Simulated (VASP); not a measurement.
## ZrH: single point with r2SCAN

Crystal: ZrH.

```
Zr H
1.0
     3.24279    0.00000    0.00000
     0.00000    3.24279    0.00000
     0.00000    0.00000    4.94800
Zr H
2 2
Cartesian
  0.0000 1.6214 0.0000
  1.6214 0.0000 2.4740
  -0.1768 -0.1768 3.7110
  -0.1768 -0.1768 1.2370
```

This cell differs from its parent crystal: all H atoms moved -0.250 Å, as atom 3 along Cartesian [1 1 0].

```json
{
  "Program": "VASP 6.6.1",
  "Task": "single point",
  "Functional": "r2SCAN",
  "Potentials or basis": "VASP PAW PBE potentials, release 64 (Zr_sv, H)",
  "Cutoff": "520 eV",
  "k mesh": "14 × 14 × 10",
  "Occupations": "gaussian, width 0.15 eV",
  "Spin": "no spin polarisation"
}
```

```json
{
 "Pressure": "2.4 GPa",
 "Largest force": "1.442 eV/Å",
 "Band gap on the k mesh": "zero (bands 13 and 14 overlap by 1.20 eV)"
}
```

Forces on the atoms (eV/Å):
```
Zr  -0.360 -1.396  0.000
Zr  -1.396 -0.360  0.000
H    0.878  0.878  0.000
H    0.878  0.878  0.000
```

Stress tensor (GPa, compression positive):
```
 1.84 -1.57  0.00
-1.57  1.84  0.00
 0.00  0.00  3.67
```

Levels at points of the mesh, in eV from the Fermi level:
| k point | band 10 | band 11 | band 12 | band 13 | band 14 | band 15 | band 16 | band 17 |
| --- | --- | --- | --- | --- | --- | --- | --- | --- |
| (0.00, 0.00, 0.00) | -4.13 | -3.13 | -3.05 | 0.17 | 0.85 | 0.91 | 2.49 | 3.59 |
| (0.50, 0.00, 0.00) | -5.86 | -2.17 | -0.85 | -0.59 | -0.23 | 1.83 | 2.10 | 2.37 |
| (0.50, 0.50, 0.00) | -4.79 | -3.05 | -2.54 | -2.05 | 2.79 | 4.24 | 4.60 | 4.61 |
| (0.00, 0.00, 0.50) | -7.13 | -1.85 | -1.85 | 0.00 | 0.00 | 1.87 | 1.87 | 2.48 |
| (0.50, 0.00, 0.50) | -4.67 | -2.87 | -0.04 | 0.30 | 0.38 | 0.78 | 1.18 | 4.23 |
| (0.50, 0.50, 0.50) | -5.90 | -2.04 | -2.04 | -0.44 | -0.44 | 1.73 | 1.73 | 5.24 |

Run time: 9.5 min on 1 thread of Intel Xeon 8259CL, with other jobs on the host, peak memory 0.42 GiB.

Caveat: the cell differs from its parent crystal (all H atoms moved -0.250 Å, as atom 3 along Cartesian [1 1 0]); the PAW data sets were made with another functional, which shifts forces and pressure a little.
